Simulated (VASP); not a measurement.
Wanted: the native input for a VASP 6.6.1 run.

```
Task                   : single point
Functional             : PBEsol
Potentials or basis    : VASP PAW PBE potentials, release 64 (Ag, I)
Cutoff                 : 500 eV
k mesh                 : 8 × 8 × 8
Occupations            : gaussian, width 0.01 eV
Spin                   : no spin polarisation
Dipole correction      : no
Further INCAR settings : ALGO = Normal; EDIFF = 1e-06; NBANDS = 16
```

The structure of AgI lies in POSCAR:

```
AgI
1.0
    0.0000000000      2.9838225103      2.9838225103
    2.9838225103      0.0000000000      2.9838225103
    2.9838225103      2.9838225103      0.0000000000
Ag I
1 1
Direct
    0.0000000000      0.0000000000      0.0000000000
    0.7500000000      0.7500000000      0.7500000000
```

One way to write it, as run:

INCAR

```
ALGO = Normal
EDIFF = 1E-6
ENCUT = 500
GGA = PS
GGA_COMPAT = F
ISIF = 2
ISMEAR = 0
LASPH = T
LCHARG = T
LELF = T
LREAL = F
LVHAR = T
LWAVE = F
NBANDS = 16
NELM = 120
PREC = Accurate
SIGMA = 0.01
```

KPOINTS

```
k-points
0
Gamma
  8 8 8
```

Potentials or basis: VASP PAW PBE potentials, release 64 (Ag, I).

Run with:

```console
$ cat potpaw_PBE.64/Ag/POTCAR potpaw_PBE.64/I/POTCAR > POTCAR
$ mpirun -np 1 vasp_std > vasp.out
```

Results of the run:

```yaml
Pressure: 14.9 GPa
Band_gap_on_the_k_mesh: 1.22 eV, direct
```

Caveat: the PAW data sets were made with another functional, which shifts forces and pressure a little; spin-orbit coupling is left out, which moves the levels of the heavy elements.

Run time: 12 s on 1 thread of AMD EPYC 9R45 96-Core Processor (Zen 5), with other jobs on the host, peak memory 0.16 GiB.
